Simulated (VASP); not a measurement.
Set up this calculation in VASP 6.6.1, as the native input.

| Item | Value |
| --- | --- |
| Task | single point |
| Functional | LDA |
| Potentials or basis | VASP PAW LDA potentials, release 64 (Sn_d) |
| Cutoff | 520 eV |
| k mesh | 5 × 5 × 5 |
| Occupations | methfessel-paxton, width 0.1 eV |
| Spin | non-collinear spin, typed start, spin-orbit coupling |
| Starting moments | [[0.031, -0.001, -0.084], [0.001, 0.106, -0.057]] μB |
| Dipole correction | no |
| Further INCAR settings | ALGO = Normal; EDIFF = 1e-06; NBANDS = 40 |

The structure of Sn lies in POSCAR:

```
Sn
1.0
    0.0000000000      3.2116418589      3.2116418589
    3.2116418589      0.0000000000      3.2116418589
    3.2116418589      3.2116418589      0.0000000000
Sn
2
Direct
    0.7439350000      0.7444740000      0.7521720000
    0.5057080000      0.4909210000      0.4975020000
```

One way to write it, as run:

INCAR

```
SYSTEM = Sn
PREC = Accurate
ENCUT = 520
EDIFF = 1E-6
ISMEAR = 1
SIGMA = 0.1
LREAL = .False.
LASPH = .True.
NELM = 150
ALGO = Normal
ISIF = 2
LWAVE = .False.
LCHARG = .False.
MAGMOM = 0.031 -0.001 -0.084 0.001 0.106 -0.057
LORBIT = 11
LSORBIT = .True.
GGA_COMPAT = .False.
LORBMOM = .True.
GGA = CA
NBANDS = 40
```

KPOINTS

```
Automatic mesh
0
Gamma
  5 5 5
  0 0 0
```

Potentials or basis: VASP PAW LDA potentials, release 64 (Sn_d).

The run is started by

```bash
$ cat potpaw_LDA.64/Sn_d/POTCAR > POTCAR
$ mpirun -np 1 vasp_ncl > vasp.out
```

It gave:

| Property | Result |
| --- | --- |
| Pressure | 1.3 GPa |
| Largest force | 0.313 eV/Å |
| Net moment | 0.00 μB per cell |
| Valence electrons inside the program's atomic spheres | Sn 12.40 |

Wall time 20 min on 1 thread of Oxide Virtual Turin-like Processor, with other jobs on the host, peak memory 0.54 GiB.
